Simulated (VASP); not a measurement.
# SiC (I-4m2) in VASP: further runs, part 2 of 2

VASP 6.6.1. The steps go on from the part before.

## 3. Single point, r2SCAN (strain -0.080 along x and y, +0.000 along z)

Input file POSCAR:

```
SiC
1.0
    0.0000000000      2.0000800000      2.1740000000
    2.0000800000      0.0000000000      2.1740000000
    2.0000800000      2.0000800000      0.0000000000
Si C
1 1
Direct
    0.0000000000      0.0000000000      0.0000000000
    0.7500000000      0.7500000000      0.7500000000
```

Input file INCAR.step1:

```
SYSTEM = SiC
ALGO = Normal
EDIFF = 1E-4
ENCUT = 520
GGA = PE
ISMEAR = 0
LASPH = .True.
LCHARG = .False.
LREAL = .False.
LWAVE = .True.
NBANDS = 11
NELM = 100
PREC = Accurate
SIGMA = 0.05
```

Input file INCAR.step2:

```
SYSTEM = SiC
ALGO = Normal
EDIFF = 1E-7
ENCUT = 520
ISIF = 2
ISMEAR = 0
ISTART = 1
LASPH = .True.
LCHARG = .False.
LMIXTAU = .True.
LREAL = .False.
LWAVE = .False.
METAGGA = R2SCAN
NBANDS = 11
NELM = 100
PREC = Accurate
SIGMA = 0.05
```

Input file KPOINTS:

```
k-points
0
Gamma
  12 12 12
  0 0 0
```

Potentials or basis: VASP PAW PBE potentials, release 64 (Si, C).

Launch:

```sh
cat potpaw_PBE.64/Si/POTCAR potpaw_PBE.64/C/POTCAR > POTCAR
cp INCAR.step1 INCAR
mpirun -np 1 vasp_std > vasp.out
cp INCAR.step2 INCAR
mpirun -np 1 vasp_std > vasp.out
```

OUTCAR:

```text
SYSTEM = SiC
   EDIFF = 1E-7
   ENCUT = 520
   ISIF = 2
   ISMEAR = 0
   ISTART = 1
   LASPH = .True.
   LREAL = .False.
   METAGGA = R2SCAN
   NELM = 100
   PREC = Accurate

 ion  position               nearest neighbor table
   1  0.000  0.000  0.000-   2 1.78   2 1.78   2 1.78   2 1.78
   2  0.750  0.750  0.750-   1 1.78   1 1.78   1 1.78   1 1.78

  LATTYP: Found a body centered tetragonal cell.
 ALAT       =     2.8285402618
 C/A-ratio  =     1.5371886548

  Lattice vectors:

 A1 = (  -2.0000800000,   0.0000000000,   2.1740000000)
 A2 = (   2.0000800000,   0.0000000000,   2.1740000000)
 A3 = (   0.0000000000,   2.0000800000,  -2.1740000000)

Analysis of symmetry for initial positions (statically):
=====================================================================
 Subroutine PRICEL returns:
 Original cell was already a primitive cell.

 Routine SETGRP: Setting up the symmetry group for a
 body centered tetragonal supercell.

 Subroutine GETGRP returns: Found  8 space group operations
 (whereof  8 operations were pure point group operations)
 out of a pool of 16 trial point group operations.

The static configuration has the point symmetry D_2d.

Analysis of symmetry for dynamics (positions and initial velocities):
=====================================================================
 Subroutine PRICEL returns:
 Original cell was already a primitive cell.

 Routine SETGRP: Setting up the symmetry group for a
 body centered tetragonal supercell.

 Subroutine GETGRP returns: Found  8 space group operations
 (whereof  8 operations were pure point group operations)
 out of a pool of 16 trial point group operations.

The dynamic configuration has the point symmetry D_2d.

 Subroutine INISYM returns: Found  8 space group operations
 (whereof  8 operations are pure point group operations),
 and found     1 'primitive' translations

[... 117 lines left out ...]
  Thomas-Fermi vector in A             =   2.397042
   LORBIT       =      0    0 simple, 1 ext, 2 COOP (PROOUT), +10 PAW based schemes
   METAGGA = R2SCAN    functional components
   LHFCALC =     F    Hartree Fock is set to
   AEXX    =    0.0000 exact exchange contribution
   IVDW    =     0    specifies the selected vdW correction
   LEPSILON=     F    determine dielectric tensor
   LRPA    =     F    only Hartree local field effects (RPA)
 non-spin polarized calculation
 Gauss-broadening in eV      SIGMA  =   0.05
  energy-cutoff  :      520.00
  volume of cell :       17.39
 maximum number of plane-waves:       480
 NGX is ok and might be reduce to    24
   NGX = 11   NGY = 11   NGZ = 11

 number of electron       8.0000000 magnetization

 Free energy of the ion-electron system (eV)
  ---------------------------------------------------
  ext. energy  EPLUGINS =         0.00000000
  ---------------------------------------------------
  free energy    TOTEN  =       -18.76546101 eV

  energy without entropy =      -18.76546101  energy(sigma->0) =      -18.76546101

 E-fermi :  10.6767     XC(G=0): -12.7378

 val. band max:       10.3563135131   @ k =  -0.0833   0.0833   0.0000
 cond. band min:      11.4064895665   @ k =   0.5000   0.0000   0.5000
 fundamental gap:      1.0501760534
 Fermi energy:        10.6766712073

 k-point     1 :       0.0000    0.0000    0.0000
  band No.  band energies     occupation
      1      -7.5760      2.00000
      2       9.6038      2.00000
      3      10.3132      2.00000
      4      10.3132      2.00000
      5      19.0542      0.00000
      6      19.2947      0.00000
      7      19.2947      0.00000
      8      19.4327      0.00000
      9      24.6429      0.00000
     10      27.6290      0.00000
     11      27.9582      0.00000
[... 309 lines left out ...]
 k-point    24 :      -0.4167    0.1667    0.0000
  band No.  band energies     occupation
      1      -2.8443      2.00000
      2       0.7889      2.00000
      3       5.9274      2.00000
      4       9.0952      2.00000
      5      16.8302      0.00000
      6      19.6237      0.00000
      7      20.8848      0.00000
      8      23.7085      0.00000
      9      27.9094      0.00000
     10      28.5946      0.00000
     11      31.0893      0.00000

 [... further k-points ...]
[... 5 lines left out ...]
  --------------------------------------------------------------------------------------
  -------------------------------------------------------------------------------------
  Total        6.8266976      6.8266976      3.6868843      0.0000000      0.0000000      0.0000000
  in kB      628.8353934    628.8353934    339.6141858      0.0000000      0.0000000      0.0000000
  external PRESSURE =     532.4283242 kB  Pullay stress =       0.0000000 kB

 VOLUME and BASIS-vectors are now :
 -----------------------------------------------------------------------------
  energy-cutoff  :      520.00
  volume of cell :       17.39
      direct lattice vectors                 reciprocal lattice vectors
     0.000000000  2.000080000  2.174000000    -0.249990000  0.249990000  0.229990800
     2.000080000  0.000000000  2.174000000     0.249990000 -0.249990000  0.229990800
     2.000080000  2.000080000  0.000000000     0.249990000  0.249990000 -0.229990800

 POSITION                                       TOTAL-FORCE (eV/Angst)
 -----------------------------------------------------------------------------------
      0.00000      0.00000      0.00000         0.000000      0.000000      0.000000
      3.00012      3.00012      3.26100        -0.000000     -0.000000      0.000000
 -----------------------------------------------------------------------------------
    total drift:                                0.000000      0.000000     -0.000002

  FREE ENERGIE OF THE ION-ELECTRON SYSTEM (eV)
  ---------------------------------------------------
  free  energy   TOTEN  =       -18.7654610113 eV

  energy  without entropy=      -18.7654610113  energy(sigma->0) =      -18.76546101
```

OSZICAR.step1:

```text
N       E                     dE             d eps       ncg     rms          rms(c)
DAV:   1     0.325715677514E+01    0.32572E+01   -0.41642E+03  3746   0.628E+02
DAV:   2    -0.163199887414E+02   -0.19577E+02   -0.18773E+02  4448   0.113E+02
DAV:   3    -0.168195782541E+02   -0.49959E+00   -0.49874E+00  4466   0.149E+01
DAV:   4    -0.168210417241E+02   -0.14635E-02   -0.14634E-02  4099   0.103E+00
DAV:   5    -0.168210468412E+02   -0.51171E-05   -0.51171E-05  4404   0.562E-02    0.108E+01
DAV:   6    -0.145566601684E+02    0.22644E+01   -0.67968E+00  4006   0.126E+01    0.497E+00
DAV:   7    -0.144401628057E+02    0.11650E+00   -0.64797E-01  4320   0.453E+00    0.214E+00
DAV:   8    -0.144310195262E+02    0.91433E-02   -0.22755E-02  4027   0.102E+00    0.169E-01
DAV:   9    -0.144311016224E+02   -0.82096E-04   -0.12599E-03  4419   0.217E-01    0.121E-01
DAV:  10    -0.144311817576E+02   -0.80135E-04   -0.14810E-04  3826   0.806E-02
   1 F= -.14431182E+02 E0= -.14431182E+02  d E =-.419543E-20
```

Run time: 5.9 min. Hardware: 1 thread of AMD EPYC 7R43 (Zen 3), shared host; peak memory 0.12 GiB.

What came out:

```
Free energy            : -18.7655 eV
Pressure               : 53.2 GPa
Band gap on the k mesh : 1.05 eV, indirect (least direct gap 5.16 eV)
```

Stress tensor (GPa, compression positive):
```
62.88  0.00  0.00
 0.00 62.88  0.00
 0.00  0.00 33.96
```

Caveat: the cell differs from its parent crystal (strain -0.080 along x and y, +0.000 along z); the PAW data sets were made with another functional, which shifts forces and pressure a little. A k mesh can miss the band edges.
